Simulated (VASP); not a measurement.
# Mn (P6/mmm) in VASP: notebook

Runs on Mn. Level: PBEsol. Tasks: single point, relaxation of cell and atoms.

All numbers are computed with VASP 6.6.1; they aren't measurements. Logs are shortened: lines on timing, memory, paths and dates and some standing lists are left out, and cuts for length are marked.

## 1. The cell of the first run

Symmetry: P6/mmm, No. 191, hexagonal system. The conventional cell has a = 3.850 Å, b = 3.850 Å, c = 2.423 Å, α = 90.00°, β = 90.00°, γ = 120.00°. Within 3.2 Å of Mn (site symmetry 6/mmm) lie 14 Mn at 2.42 to 2.53 Å. Within 2.9 Å of Mn (site symmetry -6m2) lie 11 Mn at 2.22 to 2.53 Å.

This isn't the form of Mn at room conditions, which is a 58-atom cubic cell.

## 2. Single point, PBEsol, collinear spin, ferromagnetic start

Input file INCAR:

```
PREC     = Accurate       # precision mode
ENCUT    = 520            # plane-wave cutoff, eV
EDIFF    = 1E-6           # SCF threshold, eV
ISMEAR   = 0              # smearing method
SIGMA    = 0.1            # smearing width, eV
LREAL    = False          # projectors in reciprocal space
LASPH    = True           # aspherical terms in the spheres
NELM     = 150            # most SCF steps
ALGO     = Normal         # electronic algorithm
ISIF     = 2              # what is computed and relaxed
LWAVE    = False          # write WAVECAR
LCHARG   = False          # write CHGCAR
ISPIN    = 2              # spin polarisation
MAGMOM   = 3.79 3.02 3.02 # initial moments
LORBIT   = 11             # projections on sites
LMAXMIX  = 4              # l up to which the mixer works
GGA      = PS             # functional
NBANDS   = 30             # bands
```

Input file KPOINTS:

```
Automatic mesh
0
Gamma
  6 6 6
```

Input file POSCAR:

```
Mn
1.0
    3.8501080086      0.0000000000      0.0000000000
   -1.9250540043      3.3342913428      0.0000000000
    0.0000000000      0.0000000000      2.4233718159
Mn
3
Direct
    0.0000000000      0.0000000000      0.0000000000
    0.3333333333      0.6666666667      0.5000000000
    0.6666666667      0.3333333333      0.5000000000
```

Potentials or basis: VASP PAW PBE potentials, release 64 (Mn_pv).

On the command line:

```sh
cat potpaw_PBE.64/Mn_pv/POTCAR > POTCAR
mpirun -np 1 vasp_std > vasp.out
```

OUTCAR:

```text
PREC = Accurate
   ENCUT = 520
   EDIFF = 1E-6
   ISMEAR = 0
   LREAL = False
   LASPH = True
   NELM = 150
   ISIF = 2
   ISPIN = 2
   LORBIT = 11
   GGA = PS

 ion  position               nearest neighbor table
   1  0.000  0.000  0.000-   2 2.53   3 2.53   2 2.53   3 2.53   3 2.53   3 2.53   2 2.53   2 2.53
                             3 2.53   3 2.53   2 2.53   2 2.53
   2  0.333  0.667  0.500-   3 2.22   3 2.22   3 2.22   1 2.53   1 2.53   1 2.53   1 2.53   1 2.53
                             1 2.53
   3  0.667  0.333  0.500-   2 2.22   2 2.22   2 2.22   1 2.53   1 2.53   1 2.53   1 2.53   1 2.53
                             1 2.53

  LATTYP: Found a hexagonal cell.
 ALAT       =     3.8501080086
 C/A-ratio  =     0.6294295668

  Lattice vectors:

 A1 = (   3.8501080086,   0.0000000000,   0.0000000000)
 A2 = (  -1.9250540043,   3.3342913428,   0.0000000000)
 A3 = (   0.0000000000,   0.0000000000,   2.4233718159)

Analysis of symmetry for initial positions (statically):
=====================================================================
 Subroutine PRICEL returns:
 Original cell was already a primitive cell.

 Routine SETGRP: Setting up the symmetry group for a
 hexagonal supercell.

 Subroutine GETGRP returns: Found 24 space group operations
 (whereof 24 operations were pure point group operations)
 out of a pool of 24 trial point group operations.

The static configuration has the point symmetry D_6h.

Analysis of symmetry for dynamics (positions and initial velocities):
=====================================================================
 Subroutine PRICEL returns:
 Original cell was already a primitive cell.

 Routine SETGRP: Setting up the symmetry group for a
 hexagonal supercell.

 Subroutine GETGRP returns: Found 24 space group operations
 (whereof 24 operations were pure point group operations)
 out of a pool of 24 trial point group operations.

The dynamic configuration has the point symmetry D_6h.

Analysis of structural, dynamic, and magnetic symmetry:
=====================================================================
 Subroutine PRICEL returns:
 Original cell was already a primitive cell.

 Routine SETGRP: Setting up the symmetry group for a
 hexagonal supercell.

 Subroutine GETGRP returns: Found 24 space group operations
 (whereof 24 operations were pure point group operations)
 out of a pool of 24 trial point group operations.

The overall configuration has the point symmetry D_6h.

 Subroutine INISYM returns: Found 24 space group operations
 (whereof 24 operations are pure point group operations),
 and found     1 'primitive' translations

----------------------------------------------------------------------------------------

                                     Primitive cell

  volume of cell :      31.1097

  direct lattice vectors                    reciprocal lattice vectors
     3.850108009  0.000000000  0.000000000     0.259732973  0.149956902  0.000000000
    -1.925054004  3.334291343  0.000000000     0.000000000  0.299913804  0.000000000
     0.000000000  0.000000000  2.423371816     0.000000000  0.000000000  0.412648193

  length of vectors
     3.850108009  3.850108009  2.423371816     0.299913804  0.299913804  0.412648193

  position of ions in fractional coordinates (direct lattice)
     0.000000000  0.000000000  0.000000000
     0.333333333  0.666666667  0.500000000
     0.666666667  0.333333333  0.500000000

  ion indices of the primitive-cell ions
   primitive index   ion index
                 1           1
                 2           2
                 3           3

----------------------------------------------------------------------------------------

 KPOINTS: Automatic mesh

Automatic generation of k-mesh.
 Grid dimensions read from file:
 generate k-points for:    6    6    6

 Generating k-lattice:

  Cartesian coordinates                     Fractional coordinates (reciprocal lattice)
     0.043288829  0.024992817  0.000000000     0.166666667  0.000000000  0.000000000
     0.000000000  0.049985634  0.000000000     0.000000000  0.166666667  0.000000000
     0.000000000  0.000000000  0.068774699     0.000000000  0.000000000  0.166666667

  Length of vectors
     0.049985634  0.049985634  0.068774699

  Shift w.r.t. Gamma in fractional coordinates (k-lattice)
     0.000000000  0.000000000  0.000000000

 Subroutine IBZKPT returns following result:
 ===========================================

 Found     28 irreducible k-points:

 Following reciprocal coordinates:
            Coordinates               Weight
  0.000000  0.000000  0.000000      1.000000
  0.166667  0.000000  0.000000      6.000000
  0.333333  0.000000  0.000000      6.000000
  0.500000  0.000000  0.000000      3.000000
  0.166667  0.166667  0.000000      6.000000
  0.333333  0.166667  0.000000     12.000000
[... 16 lines left out ...]
  0.166667  0.000000  0.500000      6.000000
  0.333333  0.000000  0.500000      6.000000
 [... further k-points ...]
   k-points           NKPTS =     28   k-points in BZ     NKDIM =     28   number of bands    NBANDS=     30
   number of dos      NEDOS =    301   number of ions     NIONS =      3
   total plane-waves  NPLWV =  16200
   dimension x,y,z NGX =    30 NGY =   30 NGZ =   18
   dimension x,y,z NGXF=    60 NGYF=   60 NGZF=   36
   ions per type =               3
   NGX,Y,Z   is equivalent  to a cutoff of  12.95, 12.95, 12.35 a.u.
   NGXF,Y,Z  is equivalent  to a cutoff of  25.91, 25.91, 24.70 a.u.
 SYSTEM =  unknown system
   PREC   = accura    normal or accurate (medium, high low for compatibility)
   ISTART =      0    job   : 0-new  1-cont  2-samecut
   ICHARG =      2    charge: 1-file 2-atom 10-const
   ISPIN  =      2    spin polarized calculation?
   LNONCOLLINEAR =      F non collinear calculations
   LSORBIT =      F    spin-orbit coupling
   LASPH  =      T    aspherical Exc in radial PAW
   ENCUT  =  520.0 eV  38.22 Ry    6.18 a.u.   7.16  7.16  4.51*2*pi/ulx,y,z
   NELM   =    150;   NELMIN=  2; NELMDL= -5     # of ELM steps
   EDIFF  = 0.1E-05   stopping-criterion for ELM
   LREAL  =      F    real-space projection
   EDIFFG = 0.1E-04   stopping-criterion for IOM
   NSW    =      0    number of steps for IOM
   IBRION =     -1    ionic relax: 0-MD 1-quasi-New 2-CG
   NFREE  =      0    steps in history (QN), initial steepest desc. (CG)
   ISIF   =      2    stress and relaxation
   ISYM   =      2    0-nonsym 1-usesym 2-fastsym
   POTIM  = 0.5000    time-step for ionic-motion
   TEBEG  =    0.0;   TEEND  =   0.0 temperature during run
   PSTRESS=    0.0 pullay stress
   NELECT =      39.0000    total number of electrons
   NUPDOWN=      -1.0000    fix difference up-down
   EMIN   =  10.00;   EMAX   =-10.00  energy-range for DOS
   EFERMI =   0.00;   METHOD = LEGACY
   ISMEAR =     0;   SIGMA  =   0.10  broadening in eV -4-tet -1-fermi 0-gaus
   EFERMI_NEDOS =   21; number of points for ismear=-14 and -15
   IALGO  =     38    algorithm
   IMIX   =      4    mixing-type and parameters
     AMIX     =   0.40;   BMIX     =  1.00
     AMIX_MAG =   1.60;   BMIX_MAG =  1.00
  volume/ion in A,a.u.               =      10.37        69.98
  Fermi-wavevector in a.u.,A,eV,Ry     =   1.765215  3.335772 42.395521  3.115983
  Thomas-Fermi vector in A             =   2.833040
   LORBIT       =     11    0 simple, 1 ext, 2 COOP (PROOUT), +10 PAW based schemes
   GGA     = PS    functional components
   LHFCALC =     F    Hartree Fock is set to
   AEXX    =    0.0000 exact exchange contribution
   IVDW    =     0    specifies the selected vdW correction
   LEPSILON=     F    determine dielectric tensor
   LRPA    =     F    only Hartree local field effects (RPA)
 spin polarized calculation
 Gauss-broadening in eV      SIGMA  =   0.10
  energy-cutoff  :      520.00
  volume of cell :       31.11
 maximum number of plane-waves:       852
 NGX is ok and might be reduce to    30
   NGX = 15   NGY = 15   NGZ =  9

 number of electron      39.0000086 magnetization       0.0010784

 number of electron      39.0000086 magnetization      -0.0000280

 Free energy of the ion-electron system (eV)
  ---------------------------------------------------
  ext. energy  EPLUGINS =         0.00000000
  ---------------------------------------------------
  free energy    TOTEN  =       -28.99883845 eV

  energy without entropy =      -28.98112620  energy(sigma->0) =      -28.98998233

 E-fermi :  10.7499     XC(G=0): -14.3896

 val. band max:       10.7393312548   @ k =   0.3333   0.0000   0.0000
 cond. band min:      10.7809910449   @ k =   0.3333   0.1667   0.3333
 fundamental gap:      0.0416597901
 Fermi energy:        10.7499035758

 spin component 1

 k-point     1 :       0.0000    0.0000    0.0000
  band No.  band energies     occupation
      1     -37.3435      1.00000
      2     -37.3435      1.00000
      3     -36.9788      1.00000
      4     -36.9788      1.00000
      5     -36.8411      1.00000
      6     -36.6250      1.00000
[... 781 lines left out ...]
     29      22.1983      0.00000
     30      22.8629      0.00000

 [... further k-points ...]

 spin component 2

 k-point     1 :       0.0000    0.0000    0.0000
  band No.  band energies     occupation
      1     -37.3435      1.00000
      2     -37.3435      1.00000
      3     -36.9788      1.00000
      4     -36.9788      1.00000
      5     -36.8411      1.00000
      6     -36.6249      1.00000
[... 781 lines left out ...]
     29      22.1982      0.00000
     30      22.8630      0.00000

 [... further k-points ...]

------------------------ aborting loop because EDIFF is reached ----------------------------------------

  FORCE on cell =-STRESS in cart. coord.  units (eV):
  Direction    XX          YY          ZZ          XY          YZ          ZX
  --------------------------------------------------------------------------------------
  -------------------------------------------------------------------------------------
  Total        0.0229724      0.0229724      0.0225412      0.0000000      0.0000000      0.0000000
  in kB        1.1830995      1.1830995      1.1608896      0.0000000      0.0000000      0.0000000
  external PRESSURE =       1.1756962 kB  Pullay stress =       0.0000000 kB

 VOLUME and BASIS-vectors are now :
 -----------------------------------------------------------------------------
  energy-cutoff  :      520.00
  volume of cell :       31.11
      direct lattice vectors                 reciprocal lattice vectors
     3.850108009  0.000000000  0.000000000     0.259732973  0.149956902  0.000000000
    -1.925054004  3.334291343  0.000000000     0.000000000  0.299913804  0.000000000
     0.000000000  0.000000000  2.423371816     0.000000000  0.000000000  0.412648193

 POSITION                                       TOTAL-FORCE (eV/Angst)
 -----------------------------------------------------------------------------------
      0.00000      0.00000      0.00000        -0.000000      0.000000      0.000000
     -0.00000      2.22286      1.21169        -0.000000     -0.000000     -0.000000
      1.92505      1.11143      1.21169         0.000000      0.000000      0.000000
 -----------------------------------------------------------------------------------
    total drift:                               -0.000000      0.000000      0.000000

  FREE ENERGIE OF THE ION-ELECTRON SYSTEM (eV)
  ---------------------------------------------------
  free  energy   TOTEN  =       -28.9988384523 eV

  energy  without entropy=      -28.9811262031  energy(sigma->0) =      -28.98998233

 total charge

# of ion       s       p       d       tot
------------------------------------------
    1        0.419   6.406   5.190  12.015
    2        0.451   6.428   5.255  12.134
    3        0.451   6.428   5.255  12.134
--------------------------------------------------
tot          1.321  19.262  15.701  36.283

 magnetization (x)

# of ion       s       p       d       tot
------------------------------------------
    1        0.000   0.000   0.000   0.000
    2       -0.000  -0.000  -0.000  -0.000
    3       -0.000  -0.000  -0.000  -0.000
--------------------------------------------------
tot         -0.000   0.000  -0.000  -0.000
```

Wall time 2 min (1 thread of Intel Xeon Platinum 8259CL at 2.50GHz (Skylake/Cascade Lake), shared host); peak memory 0.17 GiB.

Results:

```yaml
Free_energy: -28.9988 eV
Pressure: 0.1 GPa
Net_moment: 0.00 μB per cell
Valence_electrons_inside_the_program's_atomic_spheres: Mn 12.02, 12.13 (each value once)
```

Levels at points of the mesh, in eV from the Fermi level:
Spin up:
| k point | band 16 | band 17 | band 18 | band 19 | band 20 | band 21 | band 22 | band 23 |
| --- | --- | --- | --- | --- | --- | --- | --- | --- |
| (0.00, 0.00, 0.00) | -1.71 | -1.11 | -0.52 | -0.52 | -0.08 | -0.08 | 0.03 | 0.03 |
| (0.50, 0.00, 0.00) | -1.55 | -1.12 | -0.99 | 0.09 | 0.18 | 1.32 | 1.37 | 1.52 |
| (0.00, 0.00, 0.50) | -0.68 | -0.68 | -0.61 | -0.61 | 1.52 | 1.52 | 1.94 | 1.94 |
| (0.50, 0.00, 0.50) | -1.38 | -0.69 | -0.63 | 0.06 | 0.50 | 1.27 | 1.68 | 1.87 |
Spin down:
```csv
k point,band 17,band 18,band 19,band 20,band 21,band 22
"(0.00, 0.00, 0.00)",-1.11,-0.52,-0.52,-0.08,-0.08,0.03
"(0.50, 0.00, 0.00)",-1.12,-0.99,0.09,0.18,1.32,1.37
"(0.00, 0.00, 0.50)",-0.68,-0.61,-0.61,1.52,1.52,1.94
"(0.50, 0.00, 0.50)",-0.69,-0.63,0.06,0.50,1.27,1.68
```

Caveat: the k points lie up to 0.43 Å⁻¹ apart; the moments typed at the start vanished in this run; the PAW data sets were made with another functional, which shifts forces and pressure a little.

## 3. Relaxation of cell and atoms, PBEsol, collinear spin, ferromagnetic start

This run uses another cell than the first one, of 15.13 Å³/atom.

Input file INCAR:

```
SYSTEM = Mn
  PREC = Accurate
  ENCUT = 600
  EDIFF = 1E-7
  ISMEAR = 0
  SIGMA = 0.1
  LREAL = .FALSE.
  LASPH = .TRUE.
  NELM = 150
  ALGO = Normal
  ISIF = 3
  LWAVE = .FALSE.
  LCHARG = .FALSE.
  ISPIN = 2
  MAGMOM = 3.79 3.02 3.02
  LORBIT = 11
  LMAXMIX = 4
  GGA = PS
  IBRION = 2
  NSW = 90
  EDIFFG = -0.04
```

Input file KPOINTS:

```
regular mesh
0
G
  6 6 6
  0 0 0
```

Input file POSCAR:

```
Mn
1.0
    4.4054360424      0.0000000000      0.0000000000
   -2.2027180212      3.8152195275      0.0000000000
    0.0000000000      0.0000000000      2.7007238347
Mn
3
Direct
    0.0000000000      0.0000000000      0.0000000000
    0.3333333333      0.6666666667      0.5000000000
    0.6666666667      0.3333333333      0.5000000000
```

Potentials or basis: VASP PAW PBE potentials, release 64 (Mn_pv).

On the command line:

```sh
cat potpaw_PBE.64/Mn_pv/POTCAR > POTCAR
mpirun -np 1 vasp_std > vasp.out
```

Run time: 17 min. Hardware: 1 thread of Intel Xeon Platinum 8259CL at 2.50GHz (Skylake/Cascade Lake), shared host; peak memory 0.24 GiB.

It converged, with:

- Free energy: -29.0114 eV
- Relaxed volume: 10.37 Å³/atom
- Relaxed cell: a = 3.848 Å, b = 3.848 Å, c = 2.425 Å, α = 90.00°, β = 90.00°, γ = 120.00°
- Space group after relaxing (to 0.1 Å): P6/mmm (No. 191)
- Pressure after relaxing: 0.2 GPa
- Net moment: 0.00 μB per cell
- Valence electrons inside the program's atomic spheres: Mn 12.02, 12.14 (each value once)

Stress tensor (GPa, compression positive):
```
 0.37  0.00  0.00
 0.00  0.37  0.00
 0.00  0.00 -0.19
```

Final structure:
```
Mn
1.0
     3.84825    0.00000    0.00000
    -1.92412    3.33268    0.00000
     0.00000    0.00000    2.42518
Mn
3
Direct
  0.00000 0.00000 0.00000
  0.33333 0.66667 0.50000
  0.66667 0.33333 0.50000
```

Levels at points of the mesh, in eV from the Fermi level:
Spin up:
```
           k point  band 17  band 18  band 19  band 20  band 21  band 22
(0.00, 0.00, 0.00)    -1.10    -0.51    -0.51    -0.08    -0.08     0.03
(0.50, 0.00, 0.00)    -1.11    -1.00     0.09     0.17     1.33     1.38
(0.00, 0.00, 0.50)    -0.68    -0.60    -0.60     1.52     1.52     1.94
(0.50, 0.00, 0.50)    -0.69    -0.63     0.06     0.51     1.28     1.69
```
Spin down:
```tsv
k point	band 17	band 18	band 19	band 20	band 21	band 22
(0.00, 0.00, 0.00)	-1.10	-0.51	-0.51	-0.08	-0.08	0.03
(0.50, 0.00, 0.00)	-1.11	-1.00	0.09	0.17	1.33	1.38
(0.00, 0.00, 0.50)	-0.68	-0.60	-0.60	1.52	1.52	1.94
(0.50, 0.00, 0.50)	-0.69	-0.63	0.06	0.51	1.28	1.69
```

Caveat: the k points lie up to 0.43 Å⁻¹ apart in the final cell; the volume moved by over 15 % at a fixed basis, so the end points are rough; the moments typed at the start vanished in this run; the PAW data sets were made with another functional, which shifts forces and pressure a little.
